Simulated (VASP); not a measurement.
A run of VASP 6.6.1 is set up as follows.

INCAR

```
SYSTEM = CsSnI3
PREC     = Accurate       ! precision mode
ENCUT    = 520            ! plane-wave cutoff, eV
EDIFF    = 1E-6           ! SCF threshold, eV
ISMEAR   = 0              ! smearing method
SIGMA    = 0.03           ! smearing width, eV
LREAL    = .FALSE.        ! projectors in reciprocal space
LASPH    = .TRUE.         ! aspherical terms in the spheres
NELM     = 80             ! most SCF steps
ALGO     = Normal         ! electronic algorithm
ISIF     = 2              ! what is computed and relaxed
LWAVE    = .FALSE.        ! write WAVECAR
LCHARG   = .FALSE.        ! write CHGCAR
GGA      = PE             ! functional
NBANDS   = 30             ! bands
```

File KPOINTS:

```
Automatic mesh
0
G
  6 6 6
  0 0 0
```

File POSCAR:

```
CsSnI3
1.0
    6.2987855000      0.0000000000      0.0000000000
    0.0000000000      6.2987855000      0.0000000000
    0.0000000000      0.0000000000      6.0195290000
Cs Sn I
1 1 3
Direct
    0.0000000000      0.0000000000      0.0000000000
    0.5000000000      0.5000000000      0.5000000000
    0.0000000000      0.5000000000      0.5000000000
    0.5000000000      0.0000000000      0.5000000000
    0.5000000000      0.5000000000      0.0000000000
```

Potentials or basis: VASP PAW PBE potentials, release 64 (Cs_sv, Sn_d, I).

Command:

```bash
$ cat potpaw_PBE.64/Cs_sv/POTCAR potpaw_PBE.64/Sn_d/POTCAR potpaw_PBE.64/I/POTCAR > POTCAR
$ mpirun -np 1 vasp_std > vasp.out
```

(1) Predict the band gap on the k mesh.

(2) What does it give for the pressure?

Results:

(1) 0.17 eV.

(2) 0.7 GPa.

Caveat: the cell differs from its parent crystal (strain +0.015 along x and y, -0.030 along z); semilocal functionals underestimate gaps, and a narrow one can read as zero; spin-orbit coupling is left out, which moves the levels of the heavy elements.
